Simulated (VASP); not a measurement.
# GeCN2 (R-3m) in VASP: single point with PBE-based global hybrid with 15 % exact exchange

Aim: the single point of GeCN2 with PBE-based global hybrid with 15 % exact exchange.

All numbers are computed with VASP 6.6.1; they aren't measurements. Logs are shortened: lines on timing, memory, paths and dates and some standing lists are left out, and cuts for length are marked.

## 1. The cell of the first run

The structure is trigonal, space group R-3m (No. 166). Conventional cell: a = 3.588 Å, b = 3.588 Å, c = 14.766 Å, α = 90.00°, β = 90.00°, γ = 120.00°. Ge (site symmetry -3m) has 6 N at 2.40 Å and 6 C at 3.22 Å within 3.3 Å. Within 1.7 Å of N (site symmetry 3m) lie 1 C at 1.24 Å. Within 1.7 Å of C (site symmetry -3m) lie 2 N at 1.24 Å.

## 2. Single point, PBE-based global hybrid with 15 % exact exchange

POSCAR

```
GeCN2
1.0
    1.7937903697      1.0356453528      4.9219572124
   -1.7937903697      1.0356453528      4.9219572124
    0.0000000000     -2.0712907056      4.9219572124
Ge N C
1 2 1
Direct
    0.0000000000      0.0000000000      0.0000000000
    0.5839044000      0.5839044000      0.5839044000
    0.4160956000      0.4160956000      0.4160956000
    0.5000000000      0.5000000000      0.5000000000
```

INCAR.step1

```
SYSTEM = GeCN2
PREC = Accurate
ENCUT = 520
EDIFF = 1E-5
ISMEAR = -1
SIGMA = 0.05
LREAL = .False.
LASPH = .True.
NELM = 80
ALGO = Normal
ISIF = 2
LWAVE = .True.
LCHARG = .False.
GGA = PE
NBANDS = 22
KPAR = 4
```

INCAR.step2

```
SYSTEM = GeCN2
PREC = Accurate
ENCUT = 520
EDIFF = 1E-7
ISMEAR = -1
SIGMA = 0.05
LREAL = .False.
LASPH = .True.
NELM = 80
ALGO = Normal
ISIF = 2
LWAVE = .False.
LCHARG = .False.
GGA = PE
LHFCALC = .True.
AEXX = 0.15
PRECFOCK = Normal
ISTART = 1
NBANDS = 22
KPAR = 4
```

KPOINTS

```
regular mesh
0
Gamma
  5 5 5
  0 0 0
```

Potentials or basis: VASP PAW PBE potentials, release 64 (Ge_d, N, C).

Launch:

```console
$ cat potpaw_PBE.64/Ge_d/POTCAR potpaw_PBE.64/N/POTCAR potpaw_PBE.64/C/POTCAR > POTCAR
$ cp INCAR.step1 INCAR
$ mpirun -np 4 vasp_std > vasp.out
$ cp INCAR.step2 INCAR
$ mpirun -np 4 vasp_std > vasp.out
```

OUTCAR:

```text
SYSTEM = GeCN2
   PREC = Accurate
   ENCUT = 520
   EDIFF = 1E-7
   ISMEAR = -1
   LREAL = .False.
   LASPH = .True.
   NELM = 80
   ISIF = 2
   GGA = PE
   LHFCALC = .True.
   AEXX = 0.15
   PRECFOCK = Normal
   ISTART = 1

 ion  position               nearest neighbor table
   1  0.000  0.000  0.000-
   2  0.584  0.584  0.584-   4 1.24
   3  0.416  0.416  0.416-   4 1.24
   4  0.500  0.500  0.500-   2 1.24   3 1.24

  LATTYP: Found a trigonal (rhomboedric) cell.
 ALAT       =     5.3400288377
 COS(alpha) =     0.7743235887

  Lattice vectors:

 A1 = (   1.7937903697,   1.0356453528,   4.9219572124)
 A2 = (  -1.7937903697,   1.0356453528,   4.9219572124)
 A3 = (   0.0000000000,  -2.0712907056,   4.9219572124)

Analysis of symmetry for initial positions (statically):
=====================================================================
 Subroutine PRICEL returns:
 Original cell was already a primitive cell.

 Routine SETGRP: Setting up the symmetry group for a
 trigonal (rhombohedral) supercell.

 Subroutine GETGRP returns: Found 12 space group operations
 (whereof 12 operations were pure point group operations)
 out of a pool of 12 trial point group operations.

The static configuration has the point symmetry D_3d.

Analysis of symmetry for dynamics (positions and initial velocities):
=====================================================================
 Subroutine PRICEL returns:
 Original cell was already a primitive cell.

 Routine SETGRP: Setting up the symmetry group for a
 trigonal (rhombohedral) supercell.

 Subroutine GETGRP returns: Found 12 space group operations
 (whereof 12 operations were pure point group operations)
 out of a pool of 12 trial point group operations.

The dynamic configuration has the point symmetry D_3d.

 Subroutine INISYM returns: Found 12 space group operations
 (whereof 12 operations are pure point group operations),
 and found     1 'primitive' translations

----------------------------------------------------------------------------------------

                                     Primitive cell

  volume of cell :      54.8620

  direct lattice vectors                    reciprocal lattice vectors
     1.793790370  1.035645353  4.921957212     0.278739371  0.160930251  0.067723737
    -1.793790370  1.035645353  4.921957212    -0.278739371  0.160930251  0.067723737
     0.000000000 -2.071290706  4.921957212     0.000000000 -0.321860502  0.067723737

  length of vectors
     5.340028838  5.340028838  5.340028838     0.328908327  0.328908327  0.328908327

  position of ions in fractional coordinates (direct lattice)
     0.000000000  0.000000000  0.000000000
     0.583904400  0.583904400  0.583904400
     0.416095600  0.416095600  0.416095600
     0.500000000  0.500000000  0.500000000

  ion indices of the primitive-cell ions
   primitive index   ion index
                 1           1
                 2           2
                 3           3
                 4           4

----------------------------------------------------------------------------------------

 KPOINTS: regular mesh

Automatic generation of k-mesh.
 Grid dimensions read from file:
 generate k-points for:    5    5    5

 Generating k-lattice:

  Cartesian coordinates                     Fractional coordinates (reciprocal lattice)
     0.055747874  0.032186050  0.013544747     0.200000000  0.000000000  0.000000000
    -0.055747874  0.032186050  0.013544747     0.000000000  0.200000000  0.000000000
     0.000000000 -0.064372100  0.013544747     0.000000000  0.000000000  0.200000000

  Length of vectors
     0.065781665  0.065781665  0.065781665

  Shift w.r.t. Gamma in fractional coordinates (k-lattice)
     0.000000000  0.000000000  0.000000000

 Subroutine IBZKPT returns following result:
 ===========================================

 Found     19 irreducible k-points:

 Following reciprocal coordinates:
            Coordinates               Weight
  0.000000  0.000000  0.000000      1.000000
  0.200000 -0.000000 -0.000000      6.000000
  0.400000 -0.000000 -0.000000      6.000000
  0.200000  0.200000 -0.000000      6.000000
  0.400000  0.200000 -0.000000     12.000000
 -0.400000  0.200000  0.000000     12.000000
[... 11 lines left out ...]
  0.400000  0.400000  0.400000      2.000000
 -0.400000  0.400000  0.400000      6.000000
   k-points           NKPTS =     19   k-points in BZ     NKDIM =    125   number of bands    NBANDS=     22
   number of dos      NEDOS =    301   number of ions     NIONS =      4
   total plane-waves  NPLWV =  64000
   dimension x,y,z NGX =    40 NGY =   40 NGZ =   40
   dimension x,y,z NGXF=    80 NGYF=   80 NGZF=   80
   ions per type =               1   2   1
   NGX,Y,Z   is equivalent  to a cutoff of  12.45, 12.45, 12.45 a.u.
   NGXF,Y,Z  is equivalent  to a cutoff of  24.91, 24.91, 24.91 a.u.
 SYSTEM =  GeCN2
   PREC   = accura    normal or accurate (medium, high low for compatibility)
   ISTART =      1    job   : 0-new  1-cont  2-samecut
   ICHARG =      0    charge: 1-file 2-atom 10-const
   ISPIN  =      1    spin polarized calculation?
   LNONCOLLINEAR =      F non collinear calculations
   LSORBIT =      F    spin-orbit coupling
   LASPH  =      T    aspherical Exc in radial PAW
   ENCUT  =  520.0 eV  38.22 Ry    6.18 a.u.   9.93  9.93  9.93*2*pi/ulx,y,z
   NELM   =     80;   NELMIN=  2; NELMDL=  0     # of ELM steps
   EDIFF  = 0.1E-06   stopping-criterion for ELM
   LREAL  =      F    real-space projection
   EDIFFG = 0.1E-05   stopping-criterion for IOM
   NSW    =      0    number of steps for IOM
   IBRION =     -1    ionic relax: 0-MD 1-quasi-New 2-CG
   NFREE  =      0    steps in history (QN), initial steepest desc. (CG)
   ISIF   =      2    stress and relaxation
   ISYM   =      3    0-nonsym 1-usesym 2-fastsym
   POTIM  = 0.5000    time-step for ionic-motion
   TEBEG  =    0.0;   TEEND  =   0.0 temperature during run
   PSTRESS=    0.0 pullay stress
   NELECT =      28.0000    total number of electrons
   NUPDOWN=      -1.0000    fix difference up-down
   EMIN   =  10.00;   EMAX   =-10.00  energy-range for DOS
   EFERMI =   0.00;   METHOD = LEGACY
   ISMEAR =    -1;   SIGMA  =   0.05  broadening in eV -4-tet -1-fermi 0-gaus
   EFERMI_NEDOS =   21; number of points for ismear=-14 and -15
   IALGO  =     38    algorithm
   IMIX   =      1    mixing-type and parameters
     AMIX     =   0.40;   BMIX     =  1.00
     AMIX_MAG =   1.60;   BMIX_MAG =  1.00
  volume/ion in A,a.u.               =      13.72        92.56
  Fermi-wavevector in a.u.,A,eV,Ry     =   1.308289  2.472307 23.287992  1.711619
  Thomas-Fermi vector in A             =   2.438966
   LORBIT       =      0    0 simple, 1 ext, 2 COOP (PROOUT), +10 PAW based schemes
   GGA     = PE    functional components
   LHFCALC =     T    Hartree Fock is set to
   PRECFOCK=normal    Normal, Fast or Accurate (Low or Medium for compatibility)
   ENCUT4O =  -1.0   cutoff for four orbital integrals eV
   NKREDX  =     1    reduce k-point grid by
   NKREDY  =     1    reduce k-point grid by
   NKREDZ  =     1    reduce k-point grid by
   AEXX    =    0.1500 exact exchange contribution
   HFSCREEN=    0.0000 screening length (either q_TF or 0.3 A-1)
   HFSCREENC=   0.0000 screening length for correlation (either q_TF or 0.3 A-1)
   ENCUTFOCK=  -1.0 apply spherical cutoff to Coloumb kernel
   IVDW    =     0    specifies the selected vdW correction
   LEPSILON=     F    determine dielectric tensor
   LRPA    =     F    only Hartree local field effects (RPA)
 non-spin polarized calculation
  energy-cutoff  :      520.00
  volume of cell :       54.86
 maximum number of plane-waves:      1497
  NGX = 30; NGY = 30; NGZ = 30

 number of electron      28.0000006 magnetization

 Free energy of the ion-electron system (eV)
  ---------------------------------------------------
  ext. energy  EPLUGINS =         0.00000000
  ---------------------------------------------------
  free energy    TOTEN  =       -33.82679164 eV

  energy without entropy =      -33.82679164  energy(sigma->0) =      -33.82679164

 E-fermi :   3.9897     XC(G=0):  -8.4465

 val. band max:        2.8550197314   @ k =  -0.4000  -0.4000   0.2000
 cond. band min:       5.1056609928   @ k =   0.4000   0.4000   0.4000
 fundamental gap:      2.2506412614
 Fermi energy:         3.9897167825

 k-point     1 :       0.0000    0.0000    0.0000
  band No.  band energies     occupation
      1     -23.5856      2.00000
      2     -23.5856      2.00000
      3     -23.5838      2.00000
      4     -23.5739      2.00000
      5     -23.5739      2.00000
      6     -17.4901      2.00000
[... 14 lines left out ...]
     21      14.2089      0.00000
     22      14.8778      0.00000

 k-point     2 :       0.2000   -0.0000   -0.0000
  band No.  band energies     occupation
      1     -23.5902      2.00000
      2     -23.5815      2.00000
      3     -23.5804      2.00000
      4     -23.5761      2.00000
      5     -23.5733      2.00000
      6     -17.3694      2.00000
[... 14 lines left out ...]
     21      12.5604      0.00000
     22      15.3290      0.00000

 k-point     3 :       0.4000   -0.0000   -0.0000
  band No.  band energies     occupation
      1     -23.5988      2.00000
      2     -23.5812      2.00000
      3     -23.5795      2.00000
      4     -23.5724      2.00000
      5     -23.5679      2.00000
      6     -17.1634      2.00000
[... 14 lines left out ...]
     21      13.4160      0.00000
     22      15.9086      0.00000
[... 351 lines left out ...]
 k-point    18 :       0.4000    0.4000    0.4000
  band No.  band energies     occupation
      1     -23.5856      2.00000
      2     -23.5856      2.00000
      3     -23.5836      2.00000
      4     -23.5739      2.00000
      5     -23.5739      2.00000
      6     -17.3129      2.00000
[... 14 lines left out ...]
     21      14.3656      0.00000
     22      16.3455      0.00000

 k-point    19 :      -0.4000    0.4000    0.4000
  band No.  band energies     occupation
      1     -23.5905      2.00000
      2     -23.5815      2.00000
      3     -23.5803      2.00000
      4     -23.5761      2.00000
      5     -23.5733      2.00000
      6     -17.2107      2.00000
[... 14 lines left out ...]
     21      13.8525      0.00000
     22      14.8103      0.00000

------------------------ aborting loop because EDIFF is reached ----------------------------------------

  FORCE on cell =-STRESS in cart. coord.  units (eV):
  Direction    XX          YY          ZZ          XY          YZ          ZX
  --------------------------------------------------------------------------------------
  -------------------------------------------------------------------------------------
  Total       -0.1887047     -0.1887047     -1.5626059      0.0000000      0.0000000      0.0000000
  in kB       -5.5108857     -5.5108857    -45.6339643      0.0000000      0.0000000      0.0000000
  external PRESSURE =     -18.8852452 kB  Pullay stress =       0.0000000 kB

 VOLUME and BASIS-vectors are now :
 -----------------------------------------------------------------------------
  energy-cutoff  :      520.00
  volume of cell :       54.86
      direct lattice vectors                 reciprocal lattice vectors
     1.793790370  1.035645353  4.921957212     0.278739371  0.160930251  0.067723737
    -1.793790370  1.035645353  4.921957212    -0.278739371  0.160930251  0.067723737
     0.000000000 -2.071290706  4.921957212     0.000000000 -0.321860502  0.067723737

 POSITION                                       TOTAL-FORCE (eV/Angst)
 -----------------------------------------------------------------------------------
      0.00000      0.00000      0.00000         0.000000     -0.000000     -0.000000
      0.00000      0.00000      8.62186        -0.000000     -0.000000     -0.465867
      0.00000      0.00000      6.14401        -0.000000      0.000000      0.465867
      0.00000      0.00000      7.38294        -0.000000     -0.000000     -0.000000
 -----------------------------------------------------------------------------------
    total drift:                                0.000000     -0.000000      0.000000

  FREE ENERGIE OF THE ION-ELECTRON SYSTEM (eV)
  ---------------------------------------------------
  free  energy   TOTEN  =       -33.8267916445 eV

  energy  without entropy=      -33.8267916444  energy(sigma->0) =      -33.82679164
```

Run time: 53 min. Hardware: 4 MPI ranks of Oxide Virtual Turin-like, shared host; peak memory 0.25 GiB.

What came out:

```
Free energy            : -33.8268 eV
Pressure               : -1.9 GPa
Largest force          : 0.466 eV/Å
Band gap on the k mesh : 2.25 eV (least direct gap 3.06 eV)
```

Forces on the atoms (eV/Å):
```
Ge   0.000  0.000  0.000
N    0.000  0.000 -0.466
N    0.000  0.000  0.466
C    0.000  0.000  0.000
```

Stress tensor (GPa, compression positive):
```
-0.55  0.00  0.00
 0.00 -0.55  0.00
 0.00  0.00 -4.56
```

Caveat: the PAW data sets were made with another functional, which shifts forces and pressure a little. A k mesh can miss the band edges.
